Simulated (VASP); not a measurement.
Wanted: the native input for a VASP 6.6.1 run.

| Property | Result |
| --- | --- |
| Task | single point |
| Functional | r2SCAN |
| Potentials or basis | VASP PAW PBE potentials, release 64 (Ti_sv, B) |
| Cutoff | 520 eV |
| k mesh | 20 × 20 × 20 |
| Occupations | gaussian, width 0.15 eV |
| Spin | no spin polarisation |
| Dipole correction | no |
| Further INCAR settings | ALGO = Normal; EDIFF = 1e-06; NBANDS = 14 |

TiB:

```xyz
2
Lattice="0.0000 2.0485 2.1010 2.0485 0.0000 2.1010 2.0485 2.0485 0.0000" Properties=species:S:1:pos:R:3 pbc="T T T"
Ti    3.0727    3.0727    3.1515
B     0.0000    0.0000    0.0000
```

This cell differs from its parent crystal: strain -0.025 along x and y, +0.000 along z.

One way to write it, as run:

POSCAR

```
TiB
1.0
    0.0000000000      2.0484750000      2.1010000000
    2.0484750000      0.0000000000      2.1010000000
    2.0484750000      2.0484750000      0.0000000000
Ti B
1 1
Direct
    0.7500000000      0.7500000000      0.7500000000
    0.0000000000      0.0000000000      0.0000000000
```

INCAR.step1

```
PREC = Accurate
ENCUT = 520
ISMEAR = 0
SIGMA = 0.15
LREAL = False
LASPH = True
NELM = 60
NBANDS = 14
GGA = PE
ALGO = Normal
EDIFF = 1E-4
LWAVE = True
LCHARG = False
```

INCAR.step2

```
PREC = Accurate
ENCUT = 520
EDIFF = 1E-6
ISMEAR = 0
SIGMA = 0.15
LREAL = False
LASPH = True
NELM = 60
ALGO = Normal
ISIF = 2
LWAVE = False
LCHARG = False
METAGGA = R2SCAN
LMIXTAU = True
NBANDS = 14
ISTART = 1
```

KPOINTS

```
regular mesh
0
Gamma
  20 20 20
```

Potentials or basis: VASP PAW PBE potentials, release 64 (Ti_sv, B).

Run with:

```bash
$ cat potpaw_PBE.64/Ti_sv/POTCAR potpaw_PBE.64/B/POTCAR > POTCAR
$ cp INCAR.step1 INCAR
$ mpirun -np 1 vasp_std > vasp.out
$ cp INCAR.step2 INCAR
$ mpirun -np 1 vasp_std > vasp.out
```

Results of the run:

```
Pressure               : 146.0 GPa
Band gap on the k mesh : zero (an odd number of electrons rules out a gap without spin polarisation)
```

Caveat: the cell differs from its parent crystal (strain -0.025 along x and y, +0.000 along z); the cell stands under pressure; the PAW data sets were made with another functional, which shifts forces and pressure a little.

Run time: 11 min on 1 thread of AMD EPYC 7R43 64-Core Processor (Zen 3) (shared host), peak memory 0.25 GiB.
